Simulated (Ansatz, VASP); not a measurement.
**Two plane-wave programs on BaTe**

```
Ba Te
1.0
     0.00000    3.34039    3.34039
     3.34039    0.00000    3.34039
     3.34039    3.34039    0.00000
Ba Te
1 1
Cartesian
  0.0000 0.0000 0.0000
  3.3404 3.3404 3.3404
```

Alike in both runs: task single point; functional LDA; k mesh 7 × 7 × 7; occupations fermi-dirac, width 0.05 eV; no spin polarisation.

|  | VASP | Ansatz |
| --- | --- | --- |
| version | VASP 6.6.1 | Ansatz 0.2.0 |
| potentials or method | VASP PAW LDA potentials, release 64 (Ba_sv, Te) | Ansatz PAW |
| plane-wave cutoff (eV) | 520 | 420 |
| valence electrons in the cell | 16 | 26 |

Ansatz gave:

| Property | Result |
| --- | --- |
| gap on the k mesh at the Fermi level (eV) | 1.21 |
| least direct gap on the mesh (eV) | 1.54 |
| pressure (GPa) | 3.5 |

Which values does VASP return?

gap on the k mesh at the Fermi level (eV): 1.09; least direct gap on the mesh (eV): 1.46; pressure (GPa): 4.1.

LDA's correlation is that of Perdew and Zunger in VASP and of Perdew and Wang (1992) in Ansatz. VASP's potentials hold 16 valence electrons a cell and Ansatz's 26, so a difference there can come from the potentials and not from the codes.

Neither program's run includes spin-orbit coupling. Noted on Ansatz's run: odd divisions of the mesh miss points on the zone boundary, where band edges often lie, so the gap on the mesh can be too wide.
